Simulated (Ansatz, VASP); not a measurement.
**Ge in VASP and in Ansatz**

Contents of INCAR:

```
PREC = Accurate
ENCUT = 520
EDIFF = 1E-6
ISMEAR = 0
SIGMA = 0.15
LREAL = False
LASPH = True
NELM = 80
ALGO = Normal
ISIF = 2
LWAVE = False
LCHARG = False
GGA = PS
NBANDS = 21
```

KPOINTS

```
regular mesh
0
Gamma
  20 20 20
```

Contents of POSCAR:

```
Ge
1.0
   -2.5744897190      2.5744897190      1.5371539075
    2.5744897190     -2.5744897190      1.5371539075
    2.5744897190      2.5744897190     -1.5371539075
Ge
2
Direct
    0.2500000000      0.7500000000      0.5000000000
    0.5000000000      0.5000000000      0.0000000000
```

Input for Ansatz:

```yaml
crystal:
  lattice:
    - [-2.574489719, 2.574489719, 1.5371539075]
    - [2.574489719, -2.574489719, 1.5371539075]
    - [2.574489719, 2.574489719, -1.5371539075]
  atoms:
    - { symbol: Ge, position: [0.25, 0.75, 0.5] }
    - { symbol: Ge, position: [0.5, 0.5, 0.0] }
basis:
  ecutwfc: 420
kpoints:
  mp_grid: { grid: [20, 20, 20] }
hamiltonian:
  xc: pbesol
scf:
  occupations: { method: gaussian, width: 0.15 }
output:
  forces: true
  stress: true
  eigenvalues: true
```

Change from the starting cell: strain +0.1000 x Voigt [0, 0, 1, 0, 0, 0], atoms carried along.

Alike in both runs: task single point; functional PBEsol; k mesh 20 × 20 × 20; occupations gaussian, width 0.15 eV; no spin polarisation.

|  | VASP | Ansatz |
| --- | --- | --- |
| version | VASP 6.6.1 | Ansatz 0.2.0 |
| potentials or method | VASP PAW PBE potentials, release 64 (Ge_d), cutoff 520 eV | scalar-relativistic, plane waves, PAW |
| valence electrons in the cell | 28 | 28 |

Ansatz gave:

- gap on the k mesh at the Fermi level (eV): none
- pressure (GPa): -5.9
- traceless stress, the component that is largest in VASP (GPa): -1.71

Q: Which values does VASP return?

A: gap on the k mesh at the Fermi level (eV): none; pressure (GPa): -5.9; traceless stress, the component that is largest in VASP (GPa): -1.69.

VASP's potentials were made for PBE, not for PBEsol. A gap of «none» marks a metal or a gap that the smearing closes.
